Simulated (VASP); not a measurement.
# B (R-3m) in VASP: a series of runs

Runs on B. Level: BLYP. Tasks: single point, relaxation of cell and atoms.

Everything below comes from runs of VASP 6.6.1. Logs are shortened: lines on timing, memory, paths and dates and some standing lists are left out, and cuts for length are marked.

**1. The cell of the first run**

It takes space group R-3m (No. 166, trigonal). The conventional cell has a = 4.941 Å, b = 4.941 Å, c = 12.590 Å, α = 90.00°, β = 90.00°, γ = 120.00°. B (site symmetry m) has 6 B at 1.68 to 1.81 Å within 2.2 Å. B (site symmetry m) has 7 B at 1.78 to 2.05 Å within 2.4 Å.

**2. Single point, BLYP**

Input file INCAR:

```
SYSTEM = B
PREC = Accurate
ENCUT = 520
EDIFF = 1E-7
ISMEAR = -1
SIGMA = 0.05
LREAL = .FALSE.
LASPH = .TRUE.
NELM = 80
ALGO = Normal
ISIF = 2
LWAVE = .FALSE.
LCHARG = .FALSE.
GGA = B5
ALDAX = 1.0
AGGAX = 1.0
AGGAC = 1.0
ALDAC = 0.0
NBANDS = 30
```

Input file KPOINTS:

```
Automatic mesh
0
G
  4 4 4
  0 0 0
```

Input file POSCAR:

```
B
1.0
    2.4704756392      1.4263297753      4.1966571514
   -2.4704756392      1.4263297753      4.1966571514
    0.0000000000     -2.8526595506      4.1966571514
B
12
Direct
    0.0090039485      0.6551611288      0.0090039485
    0.0090039485      0.0090039485      0.6551611288
    0.6551611288      0.0090039485      0.0090039485
    0.9909960515      0.3448388712      0.9909960515
    0.3448388712      0.9909960515      0.9909960515
    0.9909960515      0.9909960515      0.3448388712
    0.2191802930      0.6336087807      0.2191802930
    0.2191802930      0.2191802930      0.6336087807
    0.6336087807      0.2191802930      0.2191802930
    0.7808197070      0.3663912193      0.7808197070
    0.3663912193      0.7808197070      0.7808197070
    0.7808197070      0.7808197070      0.3663912193
```

Potentials or basis: VASP PAW PBE potentials, release 64 (B).

Command:

```console
$ cat potpaw_PBE.64/B/POTCAR > POTCAR
$ mpirun -np 1 vasp_std > vasp.out
```

OUTCAR:

```text
SYSTEM = B
   PREC = Accurate
   ENCUT = 520
   EDIFF = 1E-7
   ISMEAR = -1
   LREAL = .FALSE.
   LASPH = .TRUE.
   NELM = 80
   ISIF = 2
   GGA = B5

 ion  position               nearest neighbor table
   1  0.009  0.655  0.009-   4 1.68   2 1.75   3 1.75   7 1.80  11 1.81  12 1.81
   2  0.009  0.009  0.655-   6 1.68   3 1.75   1 1.75   8 1.80  10 1.81  11 1.81
   3  0.655  0.009  0.009-   5 1.68   2 1.75   1 1.75   9 1.80  10 1.81  12 1.81
   4  0.991  0.345  0.991-   1 1.68   6 1.75   5 1.75  10 1.80   9 1.81   8 1.81
   5  0.345  0.991  0.991-   3 1.68   6 1.75   4 1.75  11 1.80   7 1.81   8 1.81
   6  0.991  0.991  0.345-   2 1.68   4 1.75   5 1.75  12 1.80   9 1.81   7 1.81
   7  0.219  0.634  0.219-  11 1.78  12 1.78   1 1.80   5 1.81   6 1.81   8 2.05   9 2.05
   8  0.219  0.219  0.634-  10 1.78  11 1.78   2 1.80   4 1.81   5 1.81   7 2.05   9 2.05
   9  0.634  0.219  0.219-  10 1.78  12 1.78   3 1.80   4 1.81   6 1.81   8 2.05   7 2.05
  10  0.781  0.366  0.781-   9 1.78   8 1.78   4 1.80   3 1.81   2 1.81  12 2.05  11 2.05
  11  0.366  0.781  0.781-   7 1.78   8 1.78   5 1.80   1 1.81   2 1.81  12 2.05  10 2.05
  12  0.781  0.781  0.366-   7 1.78   9 1.78   6 1.80   3 1.81   1 1.81  10 2.05  11 2.05

  LATTYP: Found a trigonal (rhomboedric) cell.
 ALAT       =     5.0744061483
 COS(alpha) =     0.5259537690

  Lattice vectors:

 A1 = (   2.4704756392,   1.4263297753,   4.1966571514)
 A2 = (  -2.4704756392,   1.4263297753,   4.1966571514)
 A3 = (   0.0000000000,  -2.8526595506,   4.1966571514)

Analysis of symmetry for initial positions (statically):
=====================================================================
 Subroutine PRICEL returns:
 Original cell was already a primitive cell.

 Routine SETGRP: Setting up the symmetry group for a
 trigonal (rhombohedral) supercell.

 Subroutine GETGRP returns: Found 12 space group operations
 (whereof 12 operations were pure point group operations)
 out of a pool of 12 trial point group operations.

The static configuration has the point symmetry D_3d.

Analysis of symmetry for dynamics (positions and initial velocities):
=====================================================================
 Subroutine PRICEL returns:
 Original cell was already a primitive cell.

 Routine SETGRP: Setting up the symmetry group for a
 trigonal (rhombohedral) supercell.

 Subroutine GETGRP returns: Found 12 space group operations
[... 121 lines left out ...]
   PSTRESS=    0.0 pullay stress
   NELECT =      36.0000    total number of electrons
   NUPDOWN=      -1.0000    fix difference up-down
   EMIN   =  10.00;   EMAX   =-10.00  energy-range for DOS
   EFERMI =   0.00;   METHOD = LEGACY
   ISMEAR =    -1;   SIGMA  =   0.05  broadening in eV -4-tet -1-fermi 0-gaus
   EFERMI_NEDOS =   21; number of points for ismear=-14 and -15
   IALGO  =     38    algorithm
   IMIX   =      4    mixing-type and parameters
     AMIX     =   0.40;   BMIX     =  1.00
     AMIX_MAG =   1.60;   BMIX_MAG =  1.00
  volume/ion in A,a.u.               =       7.39        49.90
  Fermi-wavevector in a.u.,A,eV,Ry     =   1.211966  2.290284 19.985088  1.468863
  Thomas-Fermi vector in A             =   2.347465
   LORBIT       =      0    0 simple, 1 ext, 2 COOP (PROOUT), +10 PAW based schemes
   GGA     = B5    functional components
   LHFCALC =     F    Hartree Fock is set to
   AEXX    =    0.0000 exact exchange contribution
   IVDW    =     0    specifies the selected vdW correction
   LEPSILON=     F    determine dielectric tensor
   LRPA    =     F    only Hartree local field effects (RPA)
 non-spin polarized calculation
  energy-cutoff  :      520.00
  volume of cell :       88.73
 maximum number of plane-waves:      2405
 NGX is ok and might be reduce to    40
   NGX = 19   NGY = 19   NGZ = 19

 number of electron      36.0000000 magnetization

 Free energy of the ion-electron system (eV)
  ---------------------------------------------------
  ext. energy  EPLUGINS =         0.00000000
  ---------------------------------------------------
  free energy    TOTEN  =       -72.68488197 eV

  energy without entropy =      -72.68488197  energy(sigma->0) =      -72.68488197

 E-fermi :   6.7559     XC(G=0): -10.7870

 val. band max:        5.8784009185   @ k =   0.5000   0.5000   0.5000
 cond. band min:       7.7043973078   @ k =   0.5000   0.5000   0.0000
 fundamental gap:      1.8259963893
 Fermi energy:         6.7559417128

 k-point     1 :       0.0000    0.0000    0.0000
  band No.  band energies     occupation
      1      -9.7536      2.00000
      2      -4.2284      2.00000
      3      -3.9908      2.00000
      4      -3.9908      2.00000
      5      -2.6602      2.00000
      6      -2.1294      2.00000
[... 418 lines left out ...]
     29      14.5701      0.00000
     30      16.1647      0.00000

------------------------ aborting loop because EDIFF is reached ----------------------------------------

  FORCE on cell =-STRESS in cart. coord.  units (eV):
  Direction    XX          YY          ZZ          XY          YZ          ZX
  --------------------------------------------------------------------------------------
  -------------------------------------------------------------------------------------
  Total        0.0195432      0.0195432     -0.0380236      0.0000000     -0.0000000     -0.0000000
  in kB        0.3529002      0.3529002     -0.6866080      0.0000000     -0.0000000     -0.0000000
  external PRESSURE =       0.0063975 kB  Pullay stress =       0.0000000 kB

 VOLUME and BASIS-vectors are now :
 -----------------------------------------------------------------------------
  energy-cutoff  :      520.00
  volume of cell :       88.73
      direct lattice vectors                 reciprocal lattice vectors
     2.470475639  1.426329775  4.196657151     0.202390176  0.116850023  0.079428298
    -2.470475639  1.426329775  4.196657151    -0.202390176  0.116850023  0.079428298
     0.000000000 -2.852659551  4.196657151     0.000000000 -0.233700045  0.079428298

 POSITION                                       TOTAL-FORCE (eV/Angst)
 -----------------------------------------------------------------------------------
     -1.59632      0.92163      2.82506         0.000390     -0.000225      0.000430
      0.00000     -1.84327      2.82506        -0.000000      0.000450      0.000430
      1.59632      0.92163      2.82506        -0.000390     -0.000225      0.000430
      1.59632     -0.92163      9.76491        -0.000390      0.000225     -0.000430
     -1.59632     -0.92163      9.76491         0.000390      0.000225     -0.000430
      0.00000      1.84327      9.76491        -0.000000     -0.000450     -0.000430
     -1.02384      0.59111      4.49869        -0.016391      0.009463     -0.002393
      0.00000     -1.18222      4.49869        -0.000000     -0.018926     -0.002393
      1.02384      0.59111      4.49869         0.016391      0.009463     -0.002393
      1.02384     -0.59111      8.09128         0.016391     -0.009463      0.002393
     -1.02384     -0.59111      8.09128        -0.016391     -0.009463      0.002393
      0.00000      1.18222      8.09128        -0.000000      0.018926      0.002393
 -----------------------------------------------------------------------------------
    total drift:                               -0.000000     -0.000000      0.000000

  FREE ENERGIE OF THE ION-ELECTRON SYSTEM (eV)
  ---------------------------------------------------
  free  energy   TOTEN  =       -72.6848819713 eV

  energy  without entropy=      -72.6848819697  energy(sigma->0) =      -72.68488197
```

OSZICAR:

```text
N       E                     dE             d eps       ncg     rms          rms(c)
DAV:   1     0.800525414439E+02    0.80053E+02   -0.16975E+04   780   0.111E+03
DAV:   2    -0.720912173283E+02   -0.15214E+03   -0.14472E+03   984   0.218E+02
DAV:   3    -0.775186956933E+02   -0.54275E+01   -0.53804E+01  1032   0.368E+01
DAV:   4    -0.775646681194E+02   -0.45972E-01   -0.45899E-01  1024   0.350E+00
DAV:   5    -0.775652172343E+02   -0.54911E-03   -0.54898E-03  1026   0.376E-01    0.111E+01
DAV:   6    -0.735999997394E+02    0.39652E+01   -0.47651E+00   936   0.109E+01    0.619E+00
DAV:   7    -0.727153834697E+02    0.88462E+00   -0.24742E+00   952   0.759E+00    0.211E+00
DAV:   8    -0.726834149694E+02    0.31969E-01   -0.30727E-01   944   0.295E+00    0.528E-01
DAV:   9    -0.726850844198E+02   -0.16695E-02   -0.28612E-02   928   0.919E-01    0.176E-01
DAV:  10    -0.726848718739E+02    0.21255E-03   -0.40463E-03   942   0.353E-01    0.481E-02
DAV:  11    -0.726849190401E+02   -0.47166E-04   -0.24647E-04  1024   0.932E-02    0.219E-02
DAV:  12    -0.726848800958E+02    0.38944E-04   -0.11189E-04   964   0.548E-02    0.650E-03
DAV:  13    -0.726848825254E+02   -0.24295E-05   -0.11685E-05   962   0.182E-02    0.293E-03
DAV:  14    -0.726848819236E+02    0.60175E-06   -0.14564E-06   986   0.589E-03    0.689E-04
DAV:  15    -0.726848819713E+02   -0.47678E-07   -0.11494E-07   652   0.196E-03
   1 F= -.72684882E+02 E0= -.72684882E+02  d E =-.163360E-08
```

It took 1.7 min on 1 thread of Intel Xeon 8259CL, shared host; peak memory 0.23 GiB.

What came out:

* Free energy: -72.6849 eV
* Pressure: 0.0 GPa
* Largest force: 0.019 eV/Å
* Band gap on the k mesh: 1.83 eV (least direct gap 2.27 eV)

Forces in eV/Å, atoms in the order of the input:
```
B    0.000  0.000  0.000
B    0.000  0.000  0.000
B    0.000  0.000  0.000
B    0.000  0.000  0.000
B    0.000  0.000  0.000
B    0.000  0.000  0.000
B   -0.016  0.009 -0.002
B    0.000 -0.019 -0.002
B    0.016  0.009 -0.002
B    0.016 -0.009  0.002
B   -0.016 -0.009  0.002
B    0.000  0.019  0.002
```

Stress tensor (GPa, compression positive):
```
 0.04  0.00  0.00
 0.00  0.04  0.00
 0.00  0.00 -0.07
```

Levels at points of the mesh, in eV from the valence-band top:
```tsv
k point	band 14	band 15	band 16	band 17	band 18	band 19	band 20	band 21	band 22	band 23
(0.00, 0.00, 0.00)	-4.02	-1.07	-0.71	-0.71	-0.33	1.94	4.65	4.65	4.97	4.97
(0.50, 0.00, 0.00)	-2.89	-2.27	-1.76	-1.48	-0.49	2.24	3.47	3.99	5.00	5.06
(0.50, 0.50, 0.00)	-2.85	-2.53	-2.31	-1.89	-1.73	1.83	3.09	3.12	3.83	5.44
(0.50, 0.50, 0.50)	-3.10	-2.60	-1.57	-1.57	0.00	3.07	3.07	3.07	5.01	5.01
```

Caveat: the PAW data sets were made with another functional, which shifts forces and pressure a little.

**3. Relaxation of cell and atoms, BLYP**

This run uses another cell than the first one, of 7.28 Å³/atom.

Input file INCAR:

```
SYSTEM = B
  PREC = Accurate
  ENCUT = 600
  EDIFF = 1E-7
  ISMEAR = -1
  SIGMA = 0.05
  LREAL = .False.
  LASPH = .True.
  NELM = 60
  ALGO = Normal
  ISIF = 3
  LWAVE = .False.
  LCHARG = .False.
  GGA = B5
  ALDAX = 1.0
  AGGAX = 1.0
  AGGAC = 1.0
  ALDAC = 0.0
  IBRION = 2
  NSW = 80
  EDIFFG = -0.01
```

Input file KPOINTS:

```
regular mesh
0
Gamma
  4 4 4
  0 0 0
```

Input file POSCAR:

```
B
1.0
    2.4540015844      1.4168184754      4.1890000000
   -2.4540015844      1.4168184754      4.1890000000
    0.0000000000     -2.8336369507      4.1890000000
B
12
Direct
    0.0104000000      0.6573000000      0.0104000000
    0.0104000000      0.0104000000      0.6573000000
    0.6573000000      0.0104000000      0.0104000000
    0.9896000000      0.3427000000      0.9896000000
    0.3427000000      0.9896000000      0.9896000000
    0.9896000000      0.9896000000      0.3427000000
    0.2206000000      0.6323000000      0.2206000000
    0.2206000000      0.2206000000      0.6323000000
    0.6323000000      0.2206000000      0.2206000000
    0.7794000000      0.3677000000      0.7794000000
    0.3677000000      0.7794000000      0.7794000000
    0.7794000000      0.7794000000      0.3677000000
```

Potentials or basis: VASP PAW PBE potentials, release 64 (B).

Command:

```console
$ cat potpaw_PBE.64/B/POTCAR > POTCAR
$ mpirun -np 1 vasp_std > vasp.out
```

Wall time 8.2 min (1 thread of Intel Xeon 8259CL, shared host); peak memory 0.24 GiB.

Results (log left out):

* Free energy: -72.6923 eV
* Relaxed volume: 7.39 Å³/atom
* Relaxed cell: a = 5.074 Å, b = 5.074 Å, c = 5.074 Å, α = 58.28°, β = 58.28°, γ = 58.28°
* Space group after relaxing (to 0.1 Å): R-3m (No. 166)
* Energy gained by relaxing: 5.8 meV/atom
* Ionic steps: 7
* Pressure after relaxing: 0.0 GPa
* Largest force after relaxing: 0.009 eV/Å
* Band gap on the k mesh: 1.84 eV (least direct gap 2.29 eV)

Forces on the atoms (eV/Å):
```
B   -0.001  0.001 -0.003
B    0.000 -0.001 -0.003
B    0.001  0.001 -0.003
B    0.001 -0.001  0.003
B   -0.001 -0.001  0.003
B    0.000  0.001  0.003
B   -0.003  0.002  0.008
B    0.000 -0.003  0.008
B    0.003  0.002  0.008
B    0.003 -0.002 -0.008
B   -0.003 -0.002 -0.008
B    0.000  0.003 -0.008
```

The path:
| step | energy change (eV) | largest force (eV/Å) | pressure (GPa) | volume (Å³) |
| --- | --- | --- | --- | --- |
| 1 | 0.0000 | 0.8901 | 2.99 | 87.39 |
| 2 | 0.0402 | 1.3798 | -1.73 | 89.12 |
| 3 | -0.0601 | 0.1876 | 0.62 | 88.15 |
| 4 | -0.0688 | 0.0358 | 0.20 | 88.57 |
| 5 | -0.0690 | 0.0333 | 0.14 | 88.64 |
| 6 | -0.0695 | 0.0106 | -0.02 | 88.75 |
| 7 | -0.0695 | 0.0091 | 0.00 | 88.73 |

Final structure:
```cif
data_structure
_symmetry_space_group_name_H-M 'P 1'
_symmetry_Int_Tables_number 1
_cell_length_a 5.0742
_cell_length_b 5.0742
_cell_length_c 5.0742
_cell_angle_alpha 58.277
_cell_angle_beta 58.277
_cell_angle_gamma 58.277
_cell_volume 88.73
loop_
_atom_site_label
_atom_site_type_symbol
_atom_site_fract_x
_atom_site_fract_y
_atom_site_fract_z
_atom_site_occupancy
B1 B 0.00899 0.65518 0.00899 1
B2 B 0.00899 0.00899 0.65518 1
B3 B 0.65518 0.00899 0.00899 1
B4 B 0.99101 0.34482 0.99101 1
B5 B 0.34482 0.99101 0.99101 1
B6 B 0.99101 0.99101 0.34482 1
B7 B 0.21907 0.63370 0.21907 1
B8 B 0.21907 0.21907 0.63370 1
B9 B 0.63370 0.21907 0.21907 1
B10 B 0.78093 0.36630 0.78093 1
B11 B 0.36630 0.78093 0.78093 1
B12 B 0.78093 0.78093 0.36630 1
```

Levels at points of the mesh, in eV from the valence-band top:
```tsv
k point	band 15	band 16	band 17	band 18	band 19	band 20	band 21	band 22
(0.00, 0.00, 0.00)	-1.06	-0.70	-0.70	-0.33	1.96	4.66	4.66	4.98
(0.50, 0.00, 0.00)	-2.26	-1.75	-1.47	-0.49	2.25	3.48	4.00	5.00
(0.50, 0.50, 0.00)	-2.52	-2.30	-1.88	-1.73	1.84	3.10	3.13	3.84
(0.50, 0.50, 0.50)	-2.59	-1.56	-1.56	0.00	3.08	3.08	3.09	5.01
```

Caveat: the PAW data sets were made with another functional, which shifts forces and pressure a little.

**4. Single point, BLYP**

Input file INCAR:

```
AGGAC = 1.0
AGGAX = 1.0
ALDAC = 0.0
ALDAX = 1.0
ALGO = Normal
EDIFF = 1E-7
ENCUT = 520
GGA = B5
ISIF = 2
ISMEAR = -1
LASPH = T
LCHARG = F
LREAL = F
LWAVE = F
NBANDS = 30
NELM = 100
PREC = Accurate
SIGMA = 0.05
```

Input file KPOINTS:

```
k-points
0
Gamma
  7 7 7
```

Input file POSCAR:

```
B
1.0
    2.4704756392      1.4263297753      4.1966571514
   -2.4704756392      1.4263297753      4.1966571514
    0.0000000000     -2.8526595506      4.1966571514
B
12
Direct
    0.0090039485      0.6551611288      0.0090039485
    0.0090039485      0.0090039485      0.6551611288
    0.6551611288      0.0090039485      0.0090039485
    0.9909960515      0.3448388712      0.9909960515
    0.3448388712      0.9909960515      0.9909960515
    0.9909960515      0.9909960515      0.3448388712
    0.2191802930      0.6336087807      0.2191802930
    0.2191802930      0.2191802930      0.6336087807
    0.6336087807      0.2191802930      0.2191802930
    0.7808197070      0.3663912193      0.7808197070
    0.3663912193      0.7808197070      0.7808197070
    0.7808197070      0.7808197070      0.3663912193
```

Command:

```console
$ cat potpaw_PBE.64/B/POTCAR > POTCAR
$ mpirun -np 1 vasp_std > vasp.out
```

Wall time 5.3 min (1 thread of Intel Xeon 8259CL, shared host); peak memory 0.26 GiB.

The run converged. Its results:

| Item | Value |
| --- | --- |
| Free energy | -72.6926 eV |
| Pressure | 0.0 GPa |
| Largest force | 0.018 eV/Å |
| Band gap on the k mesh | 1.82 eV (least direct gap 2.27 eV) |

Forces in eV/Å, atoms in the order of the input:
```
B    0.002 -0.001  0.003
B    0.000  0.002  0.003
B   -0.002 -0.001  0.003
B   -0.002  0.001 -0.003
B    0.002  0.001 -0.003
B    0.000 -0.002 -0.003
B   -0.016  0.009 -0.002
B    0.000 -0.018 -0.002
B    0.016  0.009 -0.002
B    0.016 -0.009  0.002
B   -0.016 -0.009  0.002
B    0.000  0.018  0.002
```

Levels at points of the mesh, in eV from the valence-band top:
| k point | band 16 | band 17 | band 18 | band 19 | band 20 | band 21 |
| --- | --- | --- | --- | --- | --- | --- |
| (0.00, 0.00, 0.00) | -0.69 | -0.69 | -0.31 | 1.96 | 4.67 | 4.67 |

Caveat: the PAW data sets were made with another functional, which shifts forces and pressure a little; an odd mesh through Γ misses points on the zone boundary, where band edges can lie.

**5. Summary**

| task | cell | k mesh | cutoff (eV) | gap on the mesh (eV) | pressure (GPa) | largest force (eV/Å) |
| --- | --- | --- | --- | --- | --- | --- |
| single point | a = 5.074 Å, angles 58.3°, 12 atoms, atomic positions A | 4 × 4 × 4 | 520 | 1.83 | 0.0 | 0.02 |
| relaxation of cell and atoms | relaxed from a = 5.057 Å, angles 58.1°, 12 atoms, atomic positions B | 4 × 4 × 4 | 600 | 1.84 | 0.0 | 0.01 |
| single point | a = 5.074 Å, angles 58.3°, 12 atoms, atomic positions A | 7 × 7 × 7 | 520 | 1.82 | 0.0 | 0.02 |

Alike in all rows: level BLYP; potentials or basis VASP PAW PBE potentials, release 64 (B); no spin polarisation; smearing fermi-dirac 0.05 eV.

Caveats: the PAW data sets were made with another functional, which shifts forces and pressure a little; an odd mesh through Γ misses points on the zone boundary, where band edges can lie (at least some runs).

Absolute energies hang on the potentials; compare differences alone.
